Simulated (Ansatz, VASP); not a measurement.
## Ga in VASP and in Ansatz

The input INCAR:

```
SYSTEM = Ga
  PREC = Accurate
  ENCUT = 520
  EDIFF = 1E-8
  ISMEAR = -1
  SIGMA = 0.08
  LREAL = .False.
  LASPH = .True.
  NELM = 60
  ALGO = Normal
  ISIF = 2
  LWAVE = .False.
  LCHARG = .False.
  GGA = PE
  LEFG = .True.
  NBANDS = 20
```

The input KPOINTS:

```
Automatic mesh
0
Gamma
  12 12 10
  0 0 0
```

Contents of POSCAR:

```
Ga
1.0
    1.4548173111     -4.0785050826      0.0000000000
    1.4548173111      4.0785050826      0.0000000000
    0.0000000000      0.0000000000      3.1805316388
Ga
2
Direct
    0.8670000000      0.1330000000      0.2500000000
    0.1330000000      0.8670000000      0.7500000000
```

Input for Ansatz:

```yaml
crystal:
  lattice:
    - [1.4548173111, -4.0785050826, 0.0]
    - [1.4548173111, 4.0785050826, 0.0]
    - [0.0, 0.0, 3.1805316388]
  atoms:
    - { symbol: Ga, position: [0.867, 0.133, 0.25] }
    - { symbol: Ga, position: [0.133, 0.867, 0.75] }
kpoints:
  mp_grid: { grid: [12, 12, 10] }
scf:
  occupations: { method: fermi_dirac, width: 0.08 }
hamiltonian:
  xc: pbe
  pseudopotentials: { kind: paw }
output:
  forces: true
  stress: true
  eigenvalues: true
  efg: { contact_densities: true }
```

Change from the starting cell: volume scaled by 1.01, PAW files.

Alike in both runs: task electric field gradients; functional PBE; k mesh 12 × 12 × 10; occupations fermi-dirac, width 0.08 eV; no spin polarisation.

|  | VASP | Ansatz |
| --- | --- | --- |
| version | VASP 6.6.1 | Ansatz 0.2.0 |
| potentials or method | VASP PAW PBE potentials, release 64 (Ga_d) | PAW with Ansatz's default frozen-core files, scalar-relativistic |
| plane-wave cutoff (eV) | 520 | 420 |
| valence electrons in the cell | 26 | 26 |

VASP gave:

```
pressure (GPa)                                                : 1.2
traceless stress, the component that is largest in VASP (GPa) : -2.30
rms of the force components (eV/Å)                            : 0.110
size of Vzz on the site where it differs most (V/Å²)          : 26.5
```

**Question.** Which values does Ansatz return?

**Answer.** Pressure (GPa): 1.1; traceless stress, the component that is largest in VASP (GPa): -2.28; rms of the force components (eV/Å): 0.110; size of Vzz on the site where it differs most (V/Å²): 28.0.

Atom by atom the forces differ by 0.001 eV/Å (rms over components).
